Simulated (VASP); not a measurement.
# Al (P6_3/mmc) in VASP: notebook

Al is run at these levels: PBE; tasks: single point, relaxation of cell and atoms.

Program: VASP 6.6.1. These are calculated values, not measurements. Logs are shortened: lines on timing, memory, paths and dates and some standing lists are left out, and cuts for length are marked.

## (1) The cell of the first run

The structure is hexagonal, space group P6_3/mmc (No. 194). The conventional cell has a = 3.968 Å, b = 3.968 Å, c = 5.047 Å, α = 90.00°, β = 90.00°, γ = 120.00°. Within 3.3 Å of Al (site symmetry -3m) lie 8 Al at 2.52 to 2.62 Å. Al (site symmetry -6m2) has 12 Al at 2.62 to 3.41 Å within 3.5 Å.

## (2) Single point, PBE

INCAR

```
PREC = Accurate ; ENCUT = 520
EDIFF = 1E-7 ; ISMEAR = -1
SIGMA = 0.1 ; LREAL = False
LASPH = True ; NELM = 60
ALGO = Normal ; ISIF = 2
LWAVE = False ; LCHARG = False
GGA = PE ; NBANDS = 14
```

KPOINTS

```
regular mesh
0
Gamma
  10 10 6
```

POSCAR

```
Al
1.0
    3.9682928459      0.0000000000      0.0000000000
   -1.9841464229      3.4366424142      0.0000000000
    0.0000000000      0.0000000000      5.0473745458
Al
4
Direct
    0.0000000000      0.0000000000      0.0000000000
    0.0000000000      0.0000000000      0.5000000000
    0.3333333333      0.6666666667      0.2500000000
    0.6666666667      0.3333333333      0.7500000000
```

Potentials or basis: VASP PAW PBE potentials, release 64 (Al).

Launch:

```
> cat potpaw_PBE.64/Al/POTCAR > POTCAR
> mpirun -np 1 vasp_std > vasp.out
```

OUTCAR:

```text
PREC = Accurate
   ENCUT = 520
   EDIFF = 1E-7
   ISMEAR = -1
   LREAL = False
   LASPH = True
   NELM = 60
   ISIF = 2
   GGA = PE

 ion  position               nearest neighbor table
   1  0.000  0.000  0.000-   2 2.52   2 2.52   4 2.62   3 2.62   3 2.62   4 2.62   4 2.62   3 2.62

   2  0.000  0.000  0.500-   1 2.52   1 2.52   4 2.62   3 2.62   3 2.62   4 2.62   4 2.62   3 2.62

   3  0.333  0.667  0.250-   1 2.62   2 2.62   1 2.62   2 2.62   1 2.62   2 2.62
   4  0.667  0.333  0.750-   1 2.62   2 2.62   1 2.62   2 2.62   1 2.62   2 2.62

  LATTYP: Found a hexagonal cell.
 ALAT       =     3.9682928459
 C/A-ratio  =     1.2719259243

  Lattice vectors:

 A1 = (   3.9682928459,   0.0000000000,   0.0000000000)
 A2 = (  -1.9841464229,   3.4366424142,   0.0000000000)
 A3 = (   0.0000000000,   0.0000000000,   5.0473745458)

Analysis of symmetry for initial positions (statically):
=====================================================================
 Subroutine PRICEL returns:
 Original cell was already a primitive cell.

 Routine SETGRP: Setting up the symmetry group for a
 hexagonal supercell.

 Subroutine GETGRP returns: Found 24 space group operations
 (whereof 12 operations were pure point group operations)
 out of a pool of 24 trial point group operations.

The static configuration has the point symmetry D_3d.
 The point group associated with its full space group is D_6h.

Analysis of symmetry for dynamics (positions and initial velocities):
=====================================================================
 Subroutine PRICEL returns:
 Original cell was already a primitive cell.

 Routine SETGRP: Setting up the symmetry group for a
 hexagonal supercell.

 Subroutine GETGRP returns: Found 24 space group operations
 (whereof 12 operations were pure point group operations)
 out of a pool of 24 trial point group operations.

The dynamic configuration has the point symmetry D_3d.
 The point group associated with its full space group is D_6h.

 Subroutine INISYM returns: Found 24 space group operations
 (whereof 12 operations are pure point group operations),
 and found     1 'primitive' translations

----------------------------------------------------------------------------------------

                                     Primitive cell

  volume of cell :      68.8341

  direct lattice vectors                    reciprocal lattice vectors
     3.968292846  0.000000000  0.000000000     0.251997531  0.145490842  0.000000000
    -1.984146423  3.436642414  0.000000000     0.000000000  0.290981685  0.000000000
     0.000000000  0.000000000  5.047374546     0.000000000  0.000000000  0.198122804

  length of vectors
[... 98 lines left out ...]
   NUPDOWN=      -1.0000    fix difference up-down
   EMIN   =  10.00;   EMAX   =-10.00  energy-range for DOS
   EFERMI =   0.00;   METHOD = LEGACY
   ISMEAR =    -1;   SIGMA  =   0.10  broadening in eV -4-tet -1-fermi 0-gaus
   EFERMI_NEDOS =   21; number of points for ismear=-14 and -15
   IALGO  =     38    algorithm
   IMIX   =      4    mixing-type and parameters
     AMIX     =   0.40;   BMIX     =  1.00
     AMIX_MAG =   1.60;   BMIX_MAG =  1.00
  volume/ion in A,a.u.               =      17.21       116.13
  Fermi-wavevector in a.u.,A,eV,Ry     =   0.914536  1.728222 11.379583  0.836376
  Thomas-Fermi vector in A             =   2.039174
   LORBIT       =      0    0 simple, 1 ext, 2 COOP (PROOUT), +10 PAW based schemes
   GGA     = PE    functional components
   LHFCALC =     F    Hartree Fock is set to
   AEXX    =    0.0000 exact exchange contribution
   IVDW    =     0    specifies the selected vdW correction
   LEPSILON=     F    determine dielectric tensor
   LRPA    =     F    only Hartree local field effects (RPA)
 non-spin polarized calculation
  energy-cutoff  :      520.00
  volume of cell :       68.83
 maximum number of plane-waves:      1890
 NGX is ok and might be reduce to    30

 number of electron      12.0000000 magnetization

 Free energy of the ion-electron system (eV)
  ---------------------------------------------------
  ext. energy  EPLUGINS =         0.00000000
  ---------------------------------------------------
  free energy    TOTEN  =       -13.71829639 eV

  energy without entropy =      -13.66963699  energy(sigma->0) =      -13.69396669

 E-fermi :   7.2175     XC(G=0):  -9.9182

 val. band max:        7.1940488303   @ k =   0.0000   0.0000   0.1667
 cond. band min:       7.2480844907   @ k =   0.2000  -0.0000   0.0000
 fundamental gap:      0.0540356604
 Fermi energy:         7.2175069025

 k-point     1 :       0.0000    0.0000    0.0000
  band No.  band energies     occupation
      1      -3.5205      2.00000
      2       1.8336      2.00000
      3       2.3386      2.00000
      4       7.0618      1.65193
      5       7.0618      1.65193
      6       8.3970      0.00002
      7       8.3970      0.00002
      8       9.3493      0.00000
      9      11.3914      0.00000
     10      12.5942      0.00000
     11      12.5942      0.00000
     12      12.5973      0.00000
     13      12.5973      0.00000
     14      13.8439      0.00000
[... 377 lines left out ...]
      1      -0.9899      2.00000
      2       0.5886      2.00000
      3       2.6718      2.00000
      4       3.7759      2.00000
      5       4.5198      2.00000
      6       6.3611      1.99962
      7       7.3043      0.59145
      8       7.8943      0.00230
      9       8.9189      0.00000
     10      10.9975      0.00000
     11      11.9253      0.00000
     12      14.6696      0.00000
     13      15.0986      0.00000
     14      16.6595      0.00000

 [... further k-points ...]
[... 5 lines left out ...]
  --------------------------------------------------------------------------------------
  -------------------------------------------------------------------------------------
  Total        5.5883923      5.5883923      5.5782677      0.0000000      0.0000000      0.0000000
  in kB      130.0750131    130.0750131    129.8393524      0.0000000      0.0000000      0.0000000
  external PRESSURE =     129.9964595 kB  Pullay stress =       0.0000000 kB

 VOLUME and BASIS-vectors are now :
 -----------------------------------------------------------------------------
  energy-cutoff  :      520.00
  volume of cell :       68.83
      direct lattice vectors                 reciprocal lattice vectors
     3.968292846  0.000000000  0.000000000     0.251997531  0.145490842  0.000000000
    -1.984146423  3.436642414  0.000000000     0.000000000  0.290981685  0.000000000
     0.000000000  0.000000000  5.047374546     0.000000000  0.000000000  0.198122804

 POSITION                                       TOTAL-FORCE (eV/Angst)
 -----------------------------------------------------------------------------------
      0.00000      0.00000      0.00000        -0.000000      0.000000      0.000000
      0.00000      0.00000      2.52369        -0.000000      0.000000      0.000000
     -0.00000      2.29109      1.26184         0.000000     -0.000000      0.000000
      1.98415      1.14555      3.78553        -0.000000      0.000000      0.000000
 -----------------------------------------------------------------------------------
    total drift:                               -0.000000      0.000000     -0.000000

  FREE ENERGIE OF THE ION-ELECTRON SYSTEM (eV)
  ---------------------------------------------------
  free  energy   TOTEN  =       -13.7182963903 eV

  energy  without entropy=      -13.6696369907  energy(sigma->0) =      -13.69396669
```

stdout:

```text
POSCAR found type information on POSCAR Al
 POSCAR found :  1 types and       4 ions
 scaLAPACK will be used
 LDA part: xc-table for (Slater+PW92), standard interpolation
 POSCAR, INCAR and KPOINTS ok, starting setup
 FFT: planning ... GRIDC
 FFT: planning ... GRID_SOFT
 FFT: planning ... GRID
 WAVECAR not read
 entering main loop
```

It took 19 s on 1 thread of Intel Xeon 6975P-C (Granite Rapids), shared host; peak memory 0.19 GiB.

Results:

* Free energy: -13.7183 eV
* Pressure: 13.0 GPa
* Band gap on the k mesh: zero (band 6 reaches 8.56 eV, above the bottom of band 7 at 5.30 eV)

Levels at points of the mesh, in eV from the Fermi level:
```tsv
k point	band 3	band 4	band 5	band 6	band 7	band 8	band 9	band 10
(0.00, 0.00, 0.00)	-4.88	-0.16	-0.16	1.18	1.18	2.13	4.17	5.38
(0.50, 0.00, 0.00)	-3.34	-2.26	-2.06	-1.92	-1.91	0.43	2.68	3.11
(0.00, 0.00, 0.50)	0.93	0.93	0.93	0.93	0.98	0.98	3.12	3.12
(0.50, 0.00, 0.50)	-5.68	-5.68	-0.97	-0.97	0.50	0.50	4.50	4.50
```

## (3) Relaxation of cell and atoms, PBE, target pressure 13 GPa, at which the enthalpy is minimised

This run uses another cell than the first one: it holds 2 atoms, not 4.

INCAR

```
ALGO = Normal
EDIFF = 1E-6
EDIFFG = -0.005
ENCUT = 600
GGA = PE
IBRION = 2
ISIF = 3
ISMEAR = -1
LASPH = T
LCHARG = F
LREAL = F
LWAVE = F
NELM = 60
NSW = 60
PREC = Accurate
PSTRESS = 130.0
SIGMA = 0.1
```

KPOINTS

```
k-points
0
Gamma
  16 16 9
```

POSCAR

```
Al
1.0
    2.7455242464      0.0000000000      0.0000000000
   -1.3727621232      2.3776937440      0.0000000000
    0.0000000000      0.0000000000      4.4477492791
Al
2
Direct
    0.3333333333      0.6666666667      0.2500000000
    0.6666666667      0.3333333333      0.7500000000
```

Potentials or basis: VASP PAW PBE potentials, release 64 (Al).

Launch:

```
> cat potpaw_PBE.64/Al/POTCAR > POTCAR
> mpirun -np 1 vasp_std > vasp.out
```

Run time: 21 s. Hardware: 1 thread of Intel Xeon 6975P-C (Granite Rapids), shared host; peak memory 0.16 GiB.

It converged, with:

```yaml
Free_energy: -7.2966 eV
Relaxed_volume: 14.60 Å³/atom
Relaxed_cell: a = 2.738 Å, b = 2.738 Å, c = 4.499 Å, α = 90.00°, β = 90.00°, γ = 120.00°
Space_group_after_relaxing_to_0.05_Å: P6_3/mmc (No. 194)
Energy_change_on_relaxing_the_enthalpy_is_what_falls: -8.3 meV/atom
Ionic_steps: 5
Pressure_after_relaxing: 13.0 GPa
Band_gap_on_the_k_mesh: zero (band 3 reaches 12.75 eV, above the bottom of band 4 at 6.14 eV)
```

The path:
```
step  energy change (eV)  largest force (eV/Å)  pressure (GPa)  volume (Å³)
   1              0.0000                0.0000           13.76        29.03
   2             -0.0258                0.0000           12.48        29.33
   3             -0.0251                0.0000           12.52        29.32
   4             -0.0145                0.0000           13.11        29.18
   5             -0.0167                0.0000           12.99        29.21
```

Final structure:
```yaml
crystal:
  lattice:
    - [2.73801, 0.00000, 0.00000]
    - [-1.36900, 2.37118, 0.00000]
    - [0.00000, 0.00000, 4.49905]
  atoms:
    - { symbol: Al, position: [0.33333, 0.66667, 0.25000] }
    - { symbol: Al, position: [0.66667, 0.33333, 0.75000] }
```

Levels at points of the mesh, in eV from the Fermi level:
```tsv
k point	band 1	band 2	band 3	band 4	band 5	band 6
(0.00, 0.00, 0.00)	-12.03	-5.15	-4.66	11.70	11.70	11.74
(0.50, 0.00, 0.00)	-5.65	-5.62	0.57	1.29	1.30	1.98
```

Caveat: the cell is relaxed towards a set pressure, so the enthalpy falls and the energy may rise.

## (4) Relaxation of cell and atoms, PBE, target pressure 13 GPa, at which the enthalpy is minimised

This run uses another cell than the first one: it holds 2 atoms, not 4.

INCAR

```
SYSTEM = Al
  PREC = Accurate
  ENCUT = 600
  EDIFF = 1E-6
  ISMEAR = -1
  SIGMA = 0.1
  LREAL = .False.
  LASPH = .True.
  NELM = 60
  ALGO = Normal
  ISIF = 3
  LWAVE = .False.
  LCHARG = .False.
  GGA = PE
  IBRION = 2
  NSW = 32
  EDIFFG = -0.005
  PSTRESS = 130.0
```

KPOINTS

```
regular mesh
0
Gamma
  16 16 9
  0 0 0
```

POSCAR

```
Al
1.0
    2.7383060267      0.0000000000      0.0000000000
   -1.3691530134      2.3714425825      0.0000000000
    0.0000000000      0.0000000000      4.4985488865
Al
2
Direct
    0.3333333333      0.6666666667      0.2500000000
    0.6666666667      0.3333333333      0.7500000000
```

Launch:

```
> cat potpaw_PBE.64/Al/POTCAR > POTCAR
> mpirun -np 1 vasp_std > vasp.out
```

Run time: 8.8 s. Hardware: 1 thread of Intel Xeon 6975P-C (Granite Rapids), shared host; peak memory 0.17 GiB.

Results (log left out):

- Free energy: -7.2969 eV
- Pressure after relaxing: 13.0 GPa
- Band gap on the k mesh: zero (band 3 reaches 12.75 eV, above the bottom of band 4 at 6.14 eV)

Final structure:
```
Al
1.0
     2.73831    0.00000    0.00000
    -1.36915    2.37144    0.00000
     0.00000    0.00000    4.49855
Al
2
Direct
  0.33333 0.66667 0.25000
  0.66667 0.33333 0.75000
```

Levels at points of the mesh, in eV from the Fermi level:
| k point | band 1 | band 2 | band 3 | band 4 | band 5 | band 6 | band 7 |
| --- | --- | --- | --- | --- | --- | --- | --- |
| (0.00, 0.00, 0.00) | -12.03 | -5.15 | -4.66 | 11.70 | 11.70 | 11.73 | 11.73 |
| (0.50, 0.00, 0.00) | -5.65 | -5.62 | 0.57 | 1.29 | 1.30 | 1.98 | 6.25 |

Caveat: the relaxation stopped at its first step, so nothing moved; the cell is relaxed towards a set pressure, so the enthalpy falls and the energy may rise.

## (5) Summary

```csv
task,cell,k mesh,cutoff (eV),gap on the mesh (eV),pressure (GPa)
single point,"a = 3.968, b = 3.968, c = 5.047 Å, angles 90.0, 90.0, 120.0°, 4 atoms",10 × 10 × 6,520,none,13.0
relaxation of cell and atoms,"relaxed to 13 GPa from a = 2.746, b = 2.746, c = 4.448 Å, angles 90.0, 90.0, 120.0°, 2 atoms",16 × 16 × 9,600,none,13.0
relaxation of cell and atoms,"relaxed to 13 GPa from a = 2.738, b = 2.738, c = 4.499 Å, angles 90.0, 90.0, 120.0°, 2 atoms",16 × 16 × 9,600,none,13.0
```

Alike in all rows: level PBE; potentials or basis VASP PAW PBE potentials, release 64 (Al); no spin polarisation; smearing fermi-dirac 0.1 eV.

Caveats: the cell is relaxed towards a set pressure, so the enthalpy falls and the energy may rise (some runs); the relaxation stopped at its first step, so nothing moved (some runs).

Total energies depend on the potentials used, so only differences within one code and one set of settings carry meaning.
